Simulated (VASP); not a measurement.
# V (P6_3/mmc) in VASP: single point with r2SCAN

Aim: the single point of V with r2SCAN.

Everything below comes from runs of VASP 6.6.1. Logs are shortened: lines on timing, memory, paths and dates and some standing lists are left out, and cuts for length are marked.

## (1) The cell of the first run

The structure is hexagonal, space group P6_3/mmc (No. 194). The conventional cell has a = 2.599 Å, b = 2.599 Å, c = 4.662 Å, α = 90.00°, β = 90.00°, γ = 120.00°. Within 3.4 Å of V (site symmetry -6m2) lie 12 V at 2.60 to 2.77 Å.

This isn't the form of V at room conditions, which is bcc.

## (2) Single point, r2SCAN, collinear spin, ferromagnetic start

Contents of POSCAR:

```
V
1.0
    2.5988217757      0.0000000000      0.0000000000
   -1.2994108878      2.2506456776      0.0000000000
    0.0000000000      0.0000000000      4.6617469748
V
2
Direct
    0.3333333333      0.6666666667      0.2500000000
    0.6666666667      0.3333333333      0.7500000000
```

Contents of INCAR.step1:

```
PREC = Accurate
ENCUT = 520
ISMEAR = -1
SIGMA = 0.05
LREAL = False
LASPH = True
NELM = 150
ISPIN = 2
MAGMOM = 1 1
LMAXMIX = 4
NBANDS = 24
GGA = PE
ALGO = Normal
EDIFF = 1E-4
LWAVE = True
LCHARG = False
```

Contents of INCAR.step2:

```
PREC = Accurate
ENCUT = 520
EDIFF = 1E-7
ISMEAR = -1
SIGMA = 0.05
LREAL = False
LASPH = True
NELM = 150
ALGO = Normal
ISIF = 2
LWAVE = False
LCHARG = False
ISPIN = 2
MAGMOM = 1 1
LORBIT = 11
LMAXMIX = 4
METAGGA = R2SCAN
LMIXTAU = True
NBANDS = 24
ISTART = 1
```

Contents of KPOINTS:

```
regular mesh
0
Gamma
  23 23 11
```

Potentials or basis: VASP PAW PBE potentials, release 64 (V_sv).

Run with:

```bash
> cat potpaw_PBE.64/V_sv/POTCAR > POTCAR
> cp INCAR.step1 INCAR
> mpirun -np 1 vasp_std > vasp.out
> cp INCAR.step2 INCAR
> mpirun -np 1 vasp_std > vasp.out
```

OUTCAR:

```text
PREC = Accurate
   ENCUT = 520
   EDIFF = 1E-7
   ISMEAR = -1
   LREAL = False
   LASPH = True
   NELM = 150
   ISIF = 2
   ISPIN = 2
   LORBIT = 11
   METAGGA = R2SCAN
   ISTART = 1

 ion  position               nearest neighbor table
   1  0.333  0.667  0.250-   2 2.77   2 2.77   2 2.77   2 2.77   2 2.77   2 2.77
   2  0.667  0.333  0.750-   1 2.77   1 2.77   1 2.77   1 2.77   1 2.77   1 2.77

  LATTYP: Found a hexagonal cell.
 ALAT       =     2.5988217757
 C/A-ratio  =     1.7937924864

  Lattice vectors:

 A1 = (   2.5988217757,   0.0000000000,   0.0000000000)
 A2 = (  -1.2994108878,   2.2506456776,   0.0000000000)
 A3 = (   0.0000000000,   0.0000000000,   4.6617469748)

Analysis of symmetry for initial positions (statically):
=====================================================================
 Subroutine PRICEL returns:
 Original cell was already a primitive cell.

 Routine SETGRP: Setting up the symmetry group for a
 hexagonal supercell.

 Subroutine GETGRP returns: Found 24 space group operations
 (whereof 12 operations were pure point group operations)
 out of a pool of 24 trial point group operations.

The static configuration has the point symmetry D_3d.
 The point group associated with its full space group is D_6h.

Analysis of symmetry for dynamics (positions and initial velocities):
=====================================================================
 Subroutine PRICEL returns:
 Original cell was already a primitive cell.

 Routine SETGRP: Setting up the symmetry group for a
 hexagonal supercell.

 Subroutine GETGRP returns: Found 24 space group operations
 (whereof 12 operations were pure point group operations)
 out of a pool of 24 trial point group operations.

The dynamic configuration has the point symmetry D_3d.
 The point group associated with its full space group is D_6h.

Analysis of structural, dynamic, and magnetic symmetry:
=====================================================================
 Subroutine PRICEL returns:
 Original cell was already a primitive cell.

 Routine SETGRP: Setting up the symmetry group for a
 hexagonal supercell.

 Subroutine GETGRP returns: Found 24 space group operations
 (whereof 12 operations were pure point group operations)
 out of a pool of 24 trial point group operations.

The overall configuration has the point symmetry D_3d.
 The point group associated with its full space group is D_6h.

 Subroutine INISYM returns: Found 24 space group operations
 (whereof 12 operations are pure point group operations),
 and found     1 'primitive' translations

----------------------------------------------------------------------------------------

                                     Primitive cell

  volume of cell :      27.2667

  direct lattice vectors                    reciprocal lattice vectors
     2.598821776  0.000000000  0.000000000     0.384789757  0.222158470  0.000000000
    -1.299410888  2.250645678  0.000000000     0.000000000  0.444316940  0.000000000
     0.000000000  0.000000000  4.661746975     0.000000000  0.000000000  0.214511857

  length of vectors
     2.598821776  2.598821776  4.661746975     0.444316940  0.444316940  0.214511857

  position of ions in fractional coordinates (direct lattice)
     0.333333333  0.666666667  0.250000000
     0.666666667  0.333333333  0.750000000

  ion indices of the primitive-cell ions
   primitive index   ion index
                 1           1
                 2           2

----------------------------------------------------------------------------------------

 KPOINTS: regular mesh

Automatic generation of k-mesh.
 Grid dimensions read from file:
 generate k-points for:   23   23   11

 Generating k-lattice:

  Cartesian coordinates                     Fractional coordinates (reciprocal lattice)
     0.016729989  0.009659064  0.000000000     0.043478261  0.000000000  0.000000000
     0.000000000  0.019318128  0.000000000     0.000000000  0.043478261  0.000000000
     0.000000000  0.000000000  0.019501078     0.000000000  0.000000000  0.090909091

  Length of vectors
     0.019318128  0.019318128  0.019501078

  Shift w.r.t. Gamma in fractional coordinates (k-lattice)
     0.000000000  0.000000000  0.000000000

 Subroutine IBZKPT returns following result:
 ===========================================

 Found    336 irreducible k-points:

 Following reciprocal coordinates:
            Coordinates               Weight
  0.000000  0.000000  0.000000      1.000000
  0.043478  0.000000  0.000000      6.000000
  0.086957  0.000000  0.000000      6.000000
  0.130435  0.000000  0.000000      6.000000
  0.173913  0.000000  0.000000      6.000000
  0.217391  0.000000  0.000000      6.000000
[... 16 lines left out ...]
  0.478261  0.043478  0.000000      6.000000
  0.086957  0.086957  0.000000      6.000000
 [... further k-points ...]
   k-points           NKPTS =    336   k-points in BZ     NKDIM =    336   number of bands    NBANDS=     24
   number of dos      NEDOS =    301   number of ions     NIONS =      2
   total plane-waves  NPLWV =  14400
   dimension x,y,z NGX =    20 NGY =   20 NGZ =   36
   dimension x,y,z NGXF=    40 NGYF=   40 NGZF=   72
   ions per type =               2
   NGX,Y,Z   is equivalent  to a cutoff of  12.79, 12.79, 12.84 a.u.
   NGXF,Y,Z  is equivalent  to a cutoff of  25.59, 25.59, 25.68 a.u.
 SYSTEM =  unknown system
   PREC   = accura    normal or accurate (medium, high low for compatibility)
   ISTART =      1    job   : 0-new  1-cont  2-samecut
   ICHARG =      0    charge: 1-file 2-atom 10-const
   ISPIN  =      2    spin polarized calculation?
   LNONCOLLINEAR =      F non collinear calculations
   LSORBIT =      F    spin-orbit coupling
   LASPH  =      T    aspherical Exc in radial PAW
   ENCUT  =  520.0 eV  38.22 Ry    6.18 a.u.   4.83  4.83  8.67*2*pi/ulx,y,z
   NELM   =    150;   NELMIN=  2; NELMDL=  0     # of ELM steps
   EDIFF  = 0.1E-06   stopping-criterion for ELM
   LREAL  =      F    real-space projection
   EDIFFG = 0.1E-05   stopping-criterion for IOM
   NSW    =      0    number of steps for IOM
   IBRION =     -1    ionic relax: 0-MD 1-quasi-New 2-CG
   NFREE  =      0    steps in history (QN), initial steepest desc. (CG)
   ISIF   =      2    stress and relaxation
   ISYM   =      2    0-nonsym 1-usesym 2-fastsym
   POTIM  = 0.5000    time-step for ionic-motion
   TEBEG  =    0.0;   TEEND  =   0.0 temperature during run
   PSTRESS=    0.0 pullay stress
   NELECT =      26.0000    total number of electrons
   NUPDOWN=      -1.0000    fix difference up-down
   EMIN   =  10.00;   EMAX   =-10.00  energy-range for DOS
   EFERMI =   0.00;   METHOD = LEGACY
   ISMEAR =    -1;   SIGMA  =   0.05  broadening in eV -4-tet -1-fermi 0-gaus
   EFERMI_NEDOS =   21; number of points for ismear=-14 and -15
   IALGO  =     38    algorithm
   IMIX   =      4    mixing-type and parameters
     AMIX     =   0.40;   BMIX     =  1.00
     AMIX_MAG =   1.60;   BMIX_MAG =  1.00
  volume/ion in A,a.u.               =      13.63        92.00
  Fermi-wavevector in a.u.,A,eV,Ry     =   1.611345  3.045000 35.326607  2.596432
  Thomas-Fermi vector in A             =   2.706750
   LORBIT       =     11    0 simple, 1 ext, 2 COOP (PROOUT), +10 PAW based schemes
   METAGGA = R2SCAN    functional components
   LHFCALC =     F    Hartree Fock is set to
   AEXX    =    0.0000 exact exchange contribution
   IVDW    =     0    specifies the selected vdW correction
   LEPSILON=     F    determine dielectric tensor
   LRPA    =     F    only Hartree local field effects (RPA)
 spin polarized calculation
  energy-cutoff  :      520.00
  volume of cell :       27.27
 maximum number of plane-waves:       752
 NGX is ok and might be reduce to    20
   NGX =  9   NGY =  9   NGZ = 17

 number of electron      26.0000014 magnetization       0.0008382

 Free energy of the ion-electron system (eV)
  ---------------------------------------------------
  ext. energy  EPLUGINS =         0.00000000
  ---------------------------------------------------
  free energy    TOTEN  =       -27.73571820 eV

  energy without entropy =      -27.70902038  energy(sigma->0) =      -27.72236929

 E-fermi :   9.9191     XC(G=0): -13.9704

 val. band max:        9.9187953331   @ k =   0.1304   0.0435   0.4545
 cond. band min:       9.9195837250   @ k =   0.2609   0.1304   0.3636
 fundamental gap:      0.0007883919
 Fermi energy:         9.9191148326

 spin component 1

 k-point     1 :       0.0000    0.0000    0.0000
  band No.  band energies     occupation
      1     -56.7236      1.00000
      2     -56.5970      1.00000
      3     -29.7163      1.00000
      4     -28.9929      1.00000
      5     -28.9034      1.00000
      6     -28.9034      1.00000
[... 16 lines left out ...]
     23      28.6595      0.00000
     24      31.0914      0.00000
[... 598 lines left out ...]
      2     -56.5673      1.00000
      3     -29.6507      1.00000
      4     -29.0859      1.00000
      5     -29.0438      1.00000
      6     -28.9993      1.00000
[... 16 lines left out ...]
     23      29.5187      0.00000
     24      29.5664      0.00000

 [... further k-points ...]

 spin component 2

 k-point     1 :       0.0000    0.0000    0.0000
  band No.  band energies     occupation
      1     -56.7232      1.00000
      2     -56.5966      1.00000
      3     -29.7159      1.00000
      4     -28.9926      1.00000
      5     -28.9030      1.00000
      6     -28.9030      1.00000
[... 16 lines left out ...]
     23      28.6598      0.00000
     24      31.0918      0.00000
[... 598 lines left out ...]
      2     -56.5669      1.00000
      3     -29.6503      1.00000
      4     -29.0854      1.00000
      5     -29.0434      1.00000
      6     -28.9989      1.00000
[... 16 lines left out ...]
     23      29.5190      0.00000
     24      29.5666      0.00000

 [... further k-points ...]

------------------------ aborting loop because EDIFF is reached ----------------------------------------

  FORCE on cell =-STRESS in cart. coord.  units (eV):
  Direction    XX          YY          ZZ          XY          YZ          ZX
  --------------------------------------------------------------------------------------
  -------------------------------------------------------------------------------------
  Total        0.1121882      0.1121882      0.1248109      0.0000000      0.0000000     -0.0000000
  in kB        6.5921224      6.5921224      7.3338282      0.0000000      0.0000000     -0.0000000
  external PRESSURE =       6.8393577 kB  Pullay stress =       0.0000000 kB

 VOLUME and BASIS-vectors are now :
 -----------------------------------------------------------------------------
  energy-cutoff  :      520.00
  volume of cell :       27.27
      direct lattice vectors                 reciprocal lattice vectors
     2.598821776  0.000000000  0.000000000     0.384789757  0.222158470  0.000000000
    -1.299410888  2.250645678  0.000000000     0.000000000  0.444316940  0.000000000
     0.000000000  0.000000000  4.661746975     0.000000000  0.000000000  0.214511857

 POSITION                                       TOTAL-FORCE (eV/Angst)
 -----------------------------------------------------------------------------------
     -0.00000      1.50043      1.16544         0.000000      0.000000      0.000000
      1.29941      0.75022      3.49631        -0.000000     -0.000000      0.000000
 -----------------------------------------------------------------------------------
    total drift:                               -0.000000      0.000000     -0.000000

  FREE ENERGIE OF THE ION-ELECTRON SYSTEM (eV)
  ---------------------------------------------------
  free  energy   TOTEN  =       -27.7357181989 eV

  energy  without entropy=      -27.7090203818  energy(sigma->0) =      -27.72236929

 total charge

# of ion       s       p       d       tot
------------------------------------------
    1        2.345   6.228   3.052  11.625
    2        2.345   6.228   3.052  11.625
--------------------------------------------------
tot          4.690  12.457   6.104  23.250

 magnetization (x)

# of ion       s       p       d       tot
------------------------------------------
    1        0.000   0.000   0.000   0.000
    2        0.000   0.000   0.000   0.000
--------------------------------------------------
tot          0.000   0.000   0.001   0.001
```

Wall time 32 min (1 thread of Oxide Virtual Turin-like, shared host); peak memory 0.35 GiB.

What came out:

```yaml
Free_energy: -27.7357 eV
Pressure: 0.7 GPa
Band_gap_on_the_k_mesh: zero (filled and empty bands overlap)
Net_moment: 0.00 μB per cell
Valence_electrons_inside_the_program's_atomic_spheres: V 11.62
```

Levels at points of the mesh, in eV from the Fermi level:
Spin up:
```
           k point  band 9  band 10  band 11  band 12  band 13  band 14  band 15  band 16  band 17  band 18
(0.00, 0.00, 0.00)   -7.41    -3.74    -0.60    -0.38     0.36     0.36     0.72     0.72     2.04     2.04
```
Spin down:
```
           k point  band 10  band 11  band 12  band 13  band 14  band 15  band 16  band 17
(0.00, 0.00, 0.00)    -3.74    -0.60    -0.38     0.37     0.37     0.72     0.72     2.04
```

Caveat: the moments typed at the start vanished in this run; the PAW data sets were made with another functional, which shifts forces and pressure a little.
